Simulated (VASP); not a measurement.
# Zr (P6_3/mmc) in VASP: further runs

Zr is run at these levels: PBE; tasks: single point.

Everything below comes from runs of VASP 6.6.1. Logs are shortened: lines on timing, memory, paths and dates and some standing lists are left out, and cuts for length are marked.

**1. The cell of the first run**

It takes space group P6_3/mmc (No. 194, hexagonal). Conventional cell: a = 3.232 Å, b = 3.232 Å, c = 5.174 Å, α = 90.00°, β = 90.00°, γ = 120.00°. Within 4.2 Å of Zr (site symmetry -6m2) lie 12 Zr at 3.19 to 3.23 Å.

**2. Single point, PBE**

File INCAR:

```
ALGO = Normal ; EDIFF = 1E-7
ENCUT = 520 ; GGA = PE
ISIF = 2 ; ISMEAR = -1
LASPH = T ; LCHARG = T
LELF = T ; LREAL = F
LVHAR = T ; LWAVE = F
NBANDS = 19 ; NELM = 60
PREC = Accurate ; SIGMA = 0.1
```

File KPOINTS:

```
k-points
0
Gamma
  3 3 2
```

File POSCAR:

```
Zr
1.0
    3.2318821451      0.0000000000      0.0000000000
   -1.6159410725      2.7988920397      0.0000000000
    0.0000000000      0.0000000000      5.1741041053
Zr
2
Direct
    0.3333333333      0.6666666667      0.2500000000
    0.6666666667      0.3333333333      0.7500000000
```

Potentials or basis: VASP PAW PBE potentials, release 64 (Zr_sv).

Launch:

```console
$ cat potpaw_PBE.64/Zr_sv/POTCAR > POTCAR
$ mpirun -np 1 vasp_std > vasp.out
```

OUTCAR:

```text
EDIFF = 1E-7
   ENCUT = 520
   GGA = PE
   ISIF = 2
   ISMEAR = -1
   LASPH = T
   LREAL = F
   NELM = 60
   PREC = Accurate

 ion  position               nearest neighbor table
   1  0.333  0.667  0.250-   2 3.19   2 3.19   2 3.19   2 3.19   2 3.19   2 3.19
   2  0.667  0.333  0.750-   1 3.19   1 3.19   1 3.19   1 3.19   1 3.19   1 3.19

  LATTYP: Found a hexagonal cell.
 ALAT       =     3.2318821451
 C/A-ratio  =     1.6009569263

  Lattice vectors:

 A1 = (   3.2318821451,   0.0000000000,   0.0000000000)
 A2 = (  -1.6159410725,   2.7988920397,   0.0000000000)
 A3 = (   0.0000000000,   0.0000000000,   5.1741041053)

Analysis of symmetry for initial positions (statically):
=====================================================================
 Subroutine PRICEL returns:
 Original cell was already a primitive cell.

 Routine SETGRP: Setting up the symmetry group for a
 hexagonal supercell.

 Subroutine GETGRP returns: Found 24 space group operations
 (whereof 12 operations were pure point group operations)
 out of a pool of 24 trial point group operations.

The static configuration has the point symmetry D_3d.
 The point group associated with its full space group is D_6h.

Analysis of symmetry for dynamics (positions and initial velocities):
=====================================================================
 Subroutine PRICEL returns:
 Original cell was already a primitive cell.

 Routine SETGRP: Setting up the symmetry group for a
 hexagonal supercell.

 Subroutine GETGRP returns: Found 24 space group operations
 (whereof 12 operations were pure point group operations)
 out of a pool of 24 trial point group operations.

The dynamic configuration has the point symmetry D_3d.
 The point group associated with its full space group is D_6h.

 Subroutine INISYM returns: Found 24 space group operations
 (whereof 12 operations are pure point group operations),
 and found     1 'primitive' translations

----------------------------------------------------------------------------------------

                                     Primitive cell

  volume of cell :      46.8033

  direct lattice vectors                    reciprocal lattice vectors
     3.231882145  0.000000000  0.000000000     0.309417223  0.178642117  0.000000000
    -1.615941073  2.798892040  0.000000000     0.000000000  0.357284235  0.000000000
     0.000000000  0.000000000  5.174104105     0.000000000  0.000000000  0.193270174

  length of vectors
     3.231882145  3.231882145  5.174104105     0.357284235  0.357284235  0.193270174

  position of ions in fractional coordinates (direct lattice)
     0.333333333  0.666666667  0.250000000
     0.666666667  0.333333333  0.750000000

  ion indices of the primitive-cell ions
   primitive index   ion index
                 1           1
                 2           2

----------------------------------------------------------------------------------------

 KPOINTS: k-points

Automatic generation of k-mesh.
 Grid dimensions read from file:
 generate k-points for:    3    3    2

 Generating k-lattice:

  Cartesian coordinates                     Fractional coordinates (reciprocal lattice)
     0.103139074  0.059547372  0.000000000     0.333333333 -0.000000000  0.000000000
     0.000000000  0.119094745  0.000000000     0.000000000  0.333333333  0.000000000
     0.000000000  0.000000000  0.096635087     0.000000000  0.000000000  0.500000000

  Length of vectors
     0.119094745  0.119094745  0.096635087

  Shift w.r.t. Gamma in fractional coordinates (k-lattice)
     0.000000000  0.000000000  0.000000000

 Subroutine IBZKPT returns following result:
 ===========================================

 Found      6 irreducible k-points:

 Following reciprocal coordinates:
            Coordinates               Weight
  0.000000  0.000000  0.000000      1.000000
  0.333333  0.000000  0.000000      6.000000
  0.333333  0.333333  0.000000      2.000000
  0.000000  0.000000  0.500000      1.000000
  0.333333  0.000000  0.500000      6.000000
  0.333333  0.333333  0.500000      2.000000
   k-points           NKPTS =      6   k-points in BZ     NKDIM =      6   number of bands    NBANDS=     19
   number of dos      NEDOS =    301   number of ions     NIONS =      2
   total plane-waves  NPLWV =  23040
   dimension x,y,z NGX =    24 NGY =   24 NGZ =   40
   dimension x,y,z NGXF=    48 NGYF=   48 NGZF=   80
   ions per type =               2
   NGX,Y,Z   is equivalent  to a cutoff of  12.35, 12.35, 12.85 a.u.
   NGXF,Y,Z  is equivalent  to a cutoff of  24.69, 24.69, 25.70 a.u.
 SYSTEM =  unknown system
   PREC   = accura    normal or accurate (medium, high low for compatibility)
   ISTART =      0    job   : 0-new  1-cont  2-samecut
   ICHARG =      2    charge: 1-file 2-atom 10-const
   ISPIN  =      1    spin polarized calculation?
   LNONCOLLINEAR =      F non collinear calculations
   LSORBIT =      F    spin-orbit coupling
   LASPH  =      T    aspherical Exc in radial PAW
   ENCUT  =  520.0 eV  38.22 Ry    6.18 a.u.   6.01  6.01  9.62*2*pi/ulx,y,z
   NELM   =     60;   NELMIN=  2; NELMDL= -5     # of ELM steps
   EDIFF  = 0.1E-06   stopping-criterion for ELM
   LREAL  =      F    real-space projection
   EDIFFG = 0.1E-05   stopping-criterion for IOM
   NSW    =      0    number of steps for IOM
   IBRION =     -1    ionic relax: 0-MD 1-quasi-New 2-CG
   NFREE  =      0    steps in history (QN), initial steepest desc. (CG)
   ISIF   =      2    stress and relaxation
   ISYM   =      2    0-nonsym 1-usesym 2-fastsym
   POTIM  = 0.5000    time-step for ionic-motion
   TEBEG  =    0.0;   TEEND  =   0.0 temperature during run
   PSTRESS=    0.0 pullay stress
   NELECT =      24.0000    total number of electrons
   NUPDOWN=      -1.0000    fix difference up-down
   EMIN   =  10.00;   EMAX   =-10.00  energy-range for DOS
   EFERMI =   0.00;   METHOD = LEGACY
   ISMEAR =    -1;   SIGMA  =   0.10  broadening in eV -4-tet -1-fermi 0-gaus
   EFERMI_NEDOS =   21; number of points for ismear=-14 and -15
   IALGO  =     38    algorithm
   IMIX   =      4    mixing-type and parameters
     AMIX     =   0.40;   BMIX     =  1.00
     AMIX_MAG =   1.60;   BMIX_MAG =  1.00
  volume/ion in A,a.u.               =      23.40       157.92
  Fermi-wavevector in a.u.,A,eV,Ry     =   1.310347  2.476197 23.361328  1.717009
  Thomas-Fermi vector in A             =   2.440883
   LORBIT       =      0    0 simple, 1 ext, 2 COOP (PROOUT), +10 PAW based schemes
   GGA     = PE    functional components
   LHFCALC =     F    Hartree Fock is set to
   AEXX    =    0.0000 exact exchange contribution
   IVDW    =     0    specifies the selected vdW correction
   LEPSILON=     F    determine dielectric tensor
   LRPA    =     F    only Hartree local field effects (RPA)
 non-spin polarized calculation
  energy-cutoff  :      520.00
  volume of cell :       46.80
 maximum number of plane-waves:      1290
   NGX = 13   NGY = 13   NGZ = 19

 number of electron      24.0000001 magnetization

 Free energy of the ion-electron system (eV)
  ---------------------------------------------------
  ext. energy  EPLUGINS =         0.00000000
  ---------------------------------------------------
  free energy    TOTEN  =       -17.17278689 eV

  energy without entropy =      -17.11215685  energy(sigma->0) =      -17.14247187

 E-fermi :   8.9734     XC(G=0): -11.0575

 val. band max:        8.9042115214   @ k =   0.3333   0.3333   0.5000
 cond. band min:       8.9736033466   @ k =   0.0000   0.0000   0.5000
 fundamental gap:      0.0693918252
 Fermi energy:         8.9733507496

 k-point     1 :       0.0000    0.0000    0.0000
  band No.  band energies     occupation
      1     -39.9036      2.00000
      2     -39.7556      2.00000
      3     -18.3995      2.00000
      4     -17.5635      2.00000
      5     -17.5635      2.00000
      6     -17.4283      2.00000
[... 11 lines left out ...]
     18      11.1147      0.00000
     19      13.3619      0.00000

 k-point     2 :       0.3333    0.0000    0.0000
  band No.  band energies     occupation
      1     -39.8096      2.00000
      2     -39.7242      2.00000
      3     -18.1224      2.00000
      4     -18.0844      2.00000
      5     -17.9349      2.00000
      6     -17.7211      2.00000
[... 11 lines left out ...]
     18      12.8238      0.00000
     19      14.0983      0.00000

 k-point     3 :       0.3333    0.3333    0.0000
  band No.  band energies     occupation
      1     -39.7352      2.00000
      2     -39.7352      2.00000
      3     -18.1214      2.00000
      4     -17.9735      2.00000
      5     -17.9735      2.00000
      6     -17.8125      2.00000
[... 11 lines left out ...]
     18      13.5843      0.00000
     19      15.3179      0.00000

 k-point     4 :       0.0000    0.0000    0.5000
  band No.  band energies     occupation
      1     -39.8302      2.00000
      2     -39.8302      2.00000
      3     -17.9265      2.00000
      4     -17.9265      2.00000
      5     -17.4963      2.00000
      6     -17.4963      2.00000
[... 11 lines left out ...]
     18      12.8693      0.00000
     19      12.8693      0.00000

 k-point     5 :       0.3333    0.0000    0.5000
  band No.  band energies     occupation
      1     -39.7671      2.00000
      2     -39.7671      2.00000
      3     -18.1793      2.00000
      4     -18.1793      2.00000
      5     -17.6689      2.00000
      6     -17.6689      2.00000
[... 11 lines left out ...]
     18      13.1638      0.00000
     19      13.4754      0.00000

 k-point     6 :       0.3333    0.3333    0.5000
  band No.  band energies     occupation
      1     -39.7351      2.00000
      2     -39.7351      2.00000
      3     -18.1848      2.00000
      4     -18.1848      2.00000
      5     -17.9696      2.00000
      6     -17.9696      2.00000
[... 11 lines left out ...]
     18      13.3301      0.00000
     19      16.9376      0.00000

------------------------ aborting loop because EDIFF is reached ----------------------------------------

  FORCE on cell =-STRESS in cart. coord.  units (eV):
  Direction    XX          YY          ZZ          XY          YZ          ZX
  --------------------------------------------------------------------------------------
  -------------------------------------------------------------------------------------
  Total       -0.5987533     -0.5987533      0.2281174     -0.0000000      0.0000000     -0.0000000
  in kB      -20.4965939    -20.4965939      7.8089422     -0.0000000      0.0000000     -0.0000000
  external PRESSURE =     -11.0614152 kB  Pullay stress =       0.0000000 kB

 VOLUME and BASIS-vectors are now :
 -----------------------------------------------------------------------------
  energy-cutoff  :      520.00
  volume of cell :       46.80
      direct lattice vectors                 reciprocal lattice vectors
     3.231882145  0.000000000  0.000000000     0.309417223  0.178642117  0.000000000
    -1.615941073  2.798892040  0.000000000     0.000000000  0.357284235  0.000000000
     0.000000000  0.000000000  5.174104105     0.000000000  0.000000000  0.193270174

 POSITION                                       TOTAL-FORCE (eV/Angst)
 -----------------------------------------------------------------------------------
     -0.00000      1.86593      1.29353         0.000000     -0.000000      0.000000
      1.61594      0.93296      3.88058        -0.000000      0.000000      0.000000
 -----------------------------------------------------------------------------------
    total drift:                               -0.000000      0.000000     -0.000000

  FREE ENERGIE OF THE ION-ELECTRON SYSTEM (eV)
  ---------------------------------------------------
  free  energy   TOTEN  =       -17.1727868851 eV

  energy  without entropy=      -17.1121568544  energy(sigma->0) =      -17.14247187
```

Wall time 21 s (1 thread of AMD EPYC 7R13, shared host); peak memory 0.12 GiB.

Results:

| Quantity | Value |
| --- | --- |
| Free energy | -17.1728 eV |
| Pressure | -1.1 GPa |
| Band gap on the k mesh | zero (band 12 reaches 9.80 eV, above the bottom of band 13 at 8.90 eV) |

Caveat: the k points lie up to 0.75 Å⁻¹ apart.

**3. Single point, PBE**

File INCAR:

```
  ALGO = Normal
  EDIFF = 1E-6
  ENCUT = 520
  GGA = PE
  ISIF = 2
  ISMEAR = -1
  LASPH = T
  LCHARG = F
  LREAL = F
  LWAVE = F
  NBANDS = 19
  NELM = 80
  PREC = Accurate
  SIGMA = 0.1
```

File KPOINTS:

```
k-points
0
Gamma
  4 4 2
```

POSCAR is that of step 2.

Potentials or basis: VASP PAW PBE potentials, release 64 (Zr_sv).

Launch:

```console
$ cat potpaw_PBE.64/Zr_sv/POTCAR > POTCAR
$ mpirun -np 1 vasp_std > vasp.out
```

It took 22 s on 1 thread of AMD EPYC 7R13, shared host; peak memory 0.12 GiB.

It converged, with:

* Free energy: -17.0219 eV
* Pressure: 0.3 GPa
* Band gap on the k mesh: zero (band 12 reaches 9.81 eV, above the bottom of band 13 at 8.87 eV)

Stress tensor (GPa, compression positive):
```
 0.85  0.00  0.00
 0.00  0.85  0.00
 0.00  0.00 -0.72
```

Levels at points of the mesh, in eV from the Fermi level:
| k point | band 9 | band 10 | band 11 | band 12 | band 13 | band 14 | band 15 | band 16 |
| --- | --- | --- | --- | --- | --- | --- | --- | --- |
| (0.00, 0.00, 0.00) | -5.52 | -2.89 | 1.00 | 1.00 | 1.09 | 1.24 | 1.67 | 1.67 |
| (0.50, 0.00, 0.00) | -2.42 | -2.38 | -2.01 | -0.09 | 0.69 | 0.87 | 1.55 | 5.02 |
| (0.00, 0.00, 0.50) | -3.83 | -3.83 | 0.14 | 0.14 | 0.91 | 0.91 | 0.91 | 0.91 |
| (0.50, 0.00, 0.50) | -2.73 | -2.73 | -0.93 | -0.93 | 1.74 | 1.74 | 2.34 | 2.34 |

Caveat: the k points lie up to 0.61 Å⁻¹ apart.

[end of part 1 of 2]
